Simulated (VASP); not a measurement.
# BiTe3 (Pm-3m) in VASP: further runs

BiTe3 is run at these levels: PBE; tasks: relaxation of cell and atoms, single point.

Program: VASP 6.6.1. These are calculated values, not measurements. Logs are shortened: lines on timing, memory, paths and dates and some standing lists are left out, and cuts for length are marked.

### Step 1. The cell of the first run

The structure is cubic, space group Pm-3m (No. 221). The conventional cell has a = 5.078 Å, b = 5.078 Å, c = 5.078 Å, α = 90.00°, β = 90.00°, γ = 90.00°. Within 4.7 Å of Bi (site symmetry m-3m) lie 12 Te at 3.59 Å. Te (site symmetry 4/mmm) has 4 Bi at 3.59 Å and 8 Te at 3.59 Å within 4.7 Å.

### Step 2. Relaxation of cell and atoms, PBE

Input file INCAR:

```
PREC = Accurate ; ENCUT = 600
EDIFF = 1E-7 ; ISMEAR = 0
SIGMA = 0.1 ; LREAL = F
LASPH = T ; NELM = 80
ALGO = Normal ; ISIF = 3
LWAVE = F ; LCHARG = F
GGA = PE ; IBRION = 2
NSW = 90 ; EDIFFG = -0.04
```

Input file KPOINTS:

```
regular mesh
0
Gamma
  4 4 4
```

Input file POSCAR:

```
BiTe3
1.0
    5.0777702800      0.0000000000      0.0000000000
    0.0000000000      5.0777702800      0.0000000000
    0.0000000000      0.0000000000      5.0777702800
Bi Te
1 3
Direct
    0.0000000000      0.0000000000      0.0000000000
    0.0000000000      0.5000000000      0.5000000000
    0.5000000000      0.0000000000      0.5000000000
    0.5000000000      0.5000000000      0.0000000000
```

Potentials or basis: VASP PAW PBE potentials, release 64 (Bi_d, Te).

Run with:

```sh
cat potpaw_PBE.64/Bi_d/POTCAR potpaw_PBE.64/Te/POTCAR > POTCAR
mpirun -np 1 vasp_std > vasp.out
```

OUTCAR:

```text
PREC = Accurate
   ENCUT = 600
   EDIFF = 1E-7
   ISMEAR = 0
   LREAL = F
   LASPH = T
   NELM = 80
   ISIF = 3
   GGA = PE
   IBRION = 2
   NSW = 90
   EDIFFG = -0.04

 ion  position               nearest neighbor table
   1  0.000  0.000  0.000-   2 3.59   3 3.59   4 3.59   2 3.59   3 3.59   2 3.59   4 3.59   2 3.59
                             3 3.59   4 3.59   3 3.59   4 3.59
   2  0.000  0.500  0.500-   1 3.59   3 3.59   4 3.59   1 3.59   4 3.59   1 3.59   3 3.59   1 3.59
                             3 3.59   4 3.59   4 3.59   3 3.59
   3  0.500  0.000  0.500-   1 3.59   2 3.59   4 3.59   1 3.59   4 3.59   2 3.59   4 3.59   4 3.59
                             1 3.59   2 3.59   1 3.59   2 3.59
   4  0.500  0.500  0.000-   1 3.59   2 3.59   3 3.59   2 3.59   3 3.59   1 3.59   3 3.59   3 3.59
                             1 3.59   2 3.59   2 3.59   1 3.59

  LATTYP: Found a simple cubic cell.
 ALAT       =     5.0777702800

  Lattice vectors:

 A1 = (   5.0777702800,   0.0000000000,   0.0000000000)
 A2 = (   0.0000000000,   5.0777702800,   0.0000000000)
 A3 = (   0.0000000000,   0.0000000000,   5.0777702800)

Analysis of symmetry for initial positions (statically):
=====================================================================
 Subroutine PRICEL returns:
 Original cell was already a primitive cell.

 Routine SETGRP: Setting up the symmetry group for a
 simple cubic supercell.

 Subroutine GETGRP returns: Found 48 space group operations
 (whereof 48 operations were pure point group operations)
 out of a pool of 48 trial point group operations.

The static configuration has the point symmetry O_h .

Analysis of symmetry for dynamics (positions and initial velocities):
=====================================================================
 Subroutine PRICEL returns:
 Original cell was already a primitive cell.

 Routine SETGRP: Setting up the symmetry group for a
 simple cubic supercell.

 Subroutine GETGRP returns: Found 48 space group operations
 (whereof 48 operations were pure point group operations)
 out of a pool of 48 trial point group operations.

The dynamic configuration has the point symmetry O_h .

 Subroutine INISYM returns: Found 48 space group operations
 (whereof 48 operations are pure point group operations),
 and found     1 'primitive' translations

----------------------------------------------------------------------------------------

                                     Primitive cell

  volume of cell :     130.9240

  direct lattice vectors                    reciprocal lattice vectors
     5.077770280  0.000000000  0.000000000     0.196936833  0.000000000  0.000000000
[... 62 lines left out ...]
   ions per type =               1   3
   NGX,Y,Z   is equivalent  to a cutoff of  13.75, 13.75, 13.75 a.u.
   NGXF,Y,Z  is equivalent  to a cutoff of  27.50, 27.50, 27.50 a.u.
 SYSTEM =  unknown system
   PREC   = accura    normal or accurate (medium, high low for compatibility)
   ISTART =      0    job   : 0-new  1-cont  2-samecut
   ICHARG =      2    charge: 1-file 2-atom 10-const
   ISPIN  =      1    spin polarized calculation?
   LNONCOLLINEAR =      F non collinear calculations
   LSORBIT =      F    spin-orbit coupling
   LASPH  =      T    aspherical Exc in radial PAW
   ENCUT  =  600.0 eV  44.10 Ry    6.64 a.u.  10.14 10.14 10.14*2*pi/ulx,y,z
   NELM   =     80;   NELMIN=  2; NELMDL= -5     # of ELM steps
   EDIFF  = 0.1E-06   stopping-criterion for ELM
   LREAL  =      F    real-space projection
   EDIFFG = -.4E-01   stopping-criterion for IOM
   NSW    =     90    number of steps for IOM
   IBRION =      2    ionic relax: 0-MD 1-quasi-New 2-CG
   NFREE  =      1    steps in history (QN), initial steepest desc. (CG)
   ISIF   =      3    stress and relaxation
   ISYM   =      2    0-nonsym 1-usesym 2-fastsym
   POTIM  = 0.5000    time-step for ionic-motion
   TEBEG  =    0.0;   TEEND  =   0.0 temperature during run
   PSTRESS=    0.0 pullay stress
   NELECT =      33.0000    total number of electrons
   NUPDOWN=      -1.0000    fix difference up-down
   EMIN   =  10.00;   EMAX   =-10.00  energy-range for DOS
   EFERMI =   0.00;   METHOD = LEGACY
   ISMEAR =     0;   SIGMA  =   0.10  broadening in eV -4-tet -1-fermi 0-gaus
   EFERMI_NEDOS =   21; number of points for ismear=-14 and -15
   IALGO  =     38    algorithm
   IMIX   =      4    mixing-type and parameters
     AMIX     =   0.40;   BMIX     =  1.00
     AMIX_MAG =   1.60;   BMIX_MAG =  1.00
  volume/ion in A,a.u.               =      32.73       220.88
  Fermi-wavevector in a.u.,A,eV,Ry     =   1.034125  1.954213 14.550272  1.069415
  Thomas-Fermi vector in A             =   2.168405
   LORBIT       =      0    0 simple, 1 ext, 2 COOP (PROOUT), +10 PAW based schemes
   GGA     = PE    functional components
   LHFCALC =     F    Hartree Fock is set to
   AEXX    =    0.0000 exact exchange contribution
   IVDW    =     0    specifies the selected vdW correction
   LEPSILON=     F    determine dielectric tensor
   LRPA    =     F    only Hartree local field effects (RPA)
 conjugate gradient relaxation of ions
 non-spin polarized calculation
 Gauss-broadening in eV      SIGMA  =   0.10
  energy-cutoff  :      600.00
  volume of cell :      130.92
 maximum number of plane-waves:      4416
 NGX is ok and might be reduce to    42
   NGX = 21   NGY = 21   NGZ = 21

--------------------------------------- Ionic step        1  -------------------------------------------

 number of electron      33.0000003 magnetization

 Free energy of the ion-electron system (eV)
  ---------------------------------------------------
  ext. energy  EPLUGINS =         0.00000000
  ---------------------------------------------------
  free energy    TOTEN  =       -11.79551025 eV

  energy without entropy =      -11.76208166  energy(sigma->0) =      -11.77879596

 E-fermi :   6.3950     XC(G=0):  -9.6094

 val. band max:        6.3652500292   @ k =   0.5000   0.5000   0.2500
 cond. band min:       6.4072813649   @ k =   0.2500   0.2500   0.2500
 fundamental gap:      0.0420313357
 Fermi energy:         6.3949744203

 k-point     1 :       0.0000    0.0000    0.0000
  band No.  band energies     occupation
      1     -16.9246      2.00000
      2     -16.9246      2.00000
      3     -16.9211      2.00000
      4     -16.9211      2.00000
      5     -16.9211      2.00000
      6      -6.5751      2.00000
[... 294 lines left out ...]
--------------------------------------- Ionic step        3  -------------------------------------------

 number of electron      32.9999998 magnetization

 Free energy of the ion-electron system (eV)
  ---------------------------------------------------
  ext. energy  EPLUGINS =         0.00000000
  ---------------------------------------------------
  free energy    TOTEN  =       -11.97787880 eV

  energy without entropy =      -11.94521154  energy(sigma->0) =      -11.96154517

 E-fermi :   7.7057     XC(G=0): -10.0793

 val. band max:        7.6707359914   @ k =   0.5000   0.2500   0.0000
 cond. band min:       7.7138006095   @ k =   0.5000   0.5000   0.2500
 fundamental gap:      0.0430646181
 Fermi energy:         7.7057406006

 k-point     1 :       0.0000    0.0000    0.0000
  band No.  band energies     occupation
      1     -15.5564      2.00000
      2     -15.5564      2.00000
      3     -15.5531      2.00000
      4     -15.5531      2.00000
      5     -15.5531      2.00000
      6      -5.9836      2.00000
[... 250 lines left out ...]
  FREE ENERGIE OF THE ION-ELECTRON SYSTEM (eV)
  ---------------------------------------------------
  free  energy   TOTEN  =       -11.9778787973 eV

  energy  without entropy=      -11.9452115448  energy(sigma->0) =      -11.96154517

 reached required accuracy - stopping structural energy minimisation
```

OSZICAR:

```text
N       E                     dE             d eps       ncg     rms          rms(c)
DAV:   1     0.265034254360E+03    0.26503E+03   -0.14864E+04   400   0.163E+03
DAV:   2     0.131006447536E+02   -0.25193E+03   -0.24433E+03   448   0.359E+02
DAV:   3    -0.108831265353E+02   -0.23984E+02   -0.23085E+02   488   0.114E+02
[... 31 lines left out ...]
DAV:   6    -0.119778780550E+02    0.90693E-05   -0.42568E-05   432   0.828E-02    0.216E-02
DAV:   7    -0.119778779686E+02    0.86411E-07   -0.45347E-06   460   0.140E-02    0.661E-03
DAV:   8    -0.119778782903E+02   -0.32166E-06   -0.22931E-07   316   0.384E-03    0.305E-03
DAV:   9    -0.119778788268E+02   -0.53649E-06   -0.96942E-08   200   0.315E-03    0.267E-04
DAV:  10    -0.119778787973E+02    0.29429E-07   -0.12012E-08   200   0.122E-03
   3 F= -.11977879E+02 E0= -.11961545E+02  d E =-.182369E+00
```

Run time: 84 s. Hardware: 1 thread of Intel Xeon Platinum 8259CL at 2.50GHz (Skylake/Cascade Lake), shared host; peak memory 0.28 GiB.

Results:

```yaml
Free_energy: -11.9779 eV
Relaxed_volume: 29.49 Å³/atom
Relaxed_cell: a = 4.905 Å, b = 4.905 Å, c = 4.905 Å, α = 90.00°, β = 90.00°, γ = 90.00°
Space_group_after_relaxing_to_0.05_Å: Pm-3m (No. 221)
Energy_gained_by_relaxing: 45.6 meV/atom
Ionic_steps: 3
Pressure_after_relaxing: 0.0 GPa
```

Step by step:
| step | energy change (eV) | largest force (eV/Å) | pressure (GPa) | volume (Å³) |
| --- | --- | --- | --- | --- |
| 1 | 0.0000 | 0.0000 | -4.10 | 130.92 |
| 2 | -0.1750 | 0.0000 | 1.05 | 115.68 |
| 3 | -0.1824 | 0.0000 | 0.01 | 117.97 |

Final structure:
```cif
data_structure
_symmetry_space_group_name_H-M 'P 1'
_symmetry_Int_Tables_number 1
_cell_length_a 4.9045
_cell_length_b 4.9045
_cell_length_c 4.9045
_cell_angle_alpha 90.000
_cell_angle_beta 90.000
_cell_angle_gamma 90.000
_cell_volume 117.97
loop_
_atom_site_label
_atom_site_type_symbol
_atom_site_fract_x
_atom_site_fract_y
_atom_site_fract_z
_atom_site_occupancy
Bi1 Bi 0.00000 0.00000 0.00000 1
Te1 Te 0.00000 0.50000 0.50000 1
Te2 Te 0.50000 0.00000 0.50000 1
Te3 Te 0.50000 0.50000 0.00000 1
```

Caveat: spin-orbit coupling is left out, which moves the levels of the heavy elements.

### Step 3. Single point, PBE

This run uses another cell than the first one, of 29.37 Å³/atom, 0.897 times its volume.

Input file INCAR:

```
SYSTEM = BiTe3
PREC = Accurate
ENCUT = 520
EDIFF = 1E-7
ISMEAR = 0
SIGMA = 0.1
LREAL = .False.
LASPH = .True.
NELM = 60
ALGO = Normal
ISIF = 2
LWAVE = .False.
LCHARG = .False.
GGA = PE
NBANDS = 24
```

Input file KPOINTS:

```
Automatic mesh
0
Gamma
  10 10 10
  0 0 0
```

Input file POSCAR:

```
BiTe3
1.0
    4.8978837493      0.0000000000      0.0000000000
    0.0000000000      4.8978837493      0.0000000000
    0.0000000000      0.0000000000      4.8978837493
Bi Te
1 3
Direct
    0.0000000000      0.0000000000      0.0000000000
    0.0000000000      0.5000000000      0.5000000000
    0.5000000000      0.0000000000      0.5000000000
    0.5000000000      0.5000000000      0.0000000000
```

Potentials or basis: VASP PAW PBE potentials, release 64 (Bi_d, Te).

Run with:

```sh
cat potpaw_PBE.64/Bi_d/POTCAR potpaw_PBE.64/Te/POTCAR > POTCAR
mpirun -np 1 vasp_std > vasp.out
```

It took 88 s on 1 thread of Intel Xeon Platinum 8259CL at 2.50GHz (Skylake/Cascade Lake), shared host; peak memory 0.29 GiB.

Results (log left out):

| Property | Result |
| --- | --- |
| Free energy | -12.0527 eV |
| Pressure | -0.1 GPa |

Levels at points of the mesh, in eV from the Fermi level:
```tsv
k point	band 14	band 15	band 16	band 17	band 18	band 19	band 20	band 21
(0.00, 0.00, 0.00)	-0.94	-0.94	-0.16	-0.16	-0.16	3.58	3.58	3.58
(0.50, 0.00, 0.00)	-2.07	-1.80	-1.11	-0.32	0.55	0.55	1.48	1.48
(0.50, 0.50, 0.00)	-2.17	-2.17	-2.16	-1.10	1.40	1.44	2.52	2.52
(0.50, 0.50, 0.50)	1.46	1.46	1.46	1.58	1.58	3.10	3.10	3.10
```

Caveat: spin-orbit coupling is left out, which moves the levels of the heavy elements.
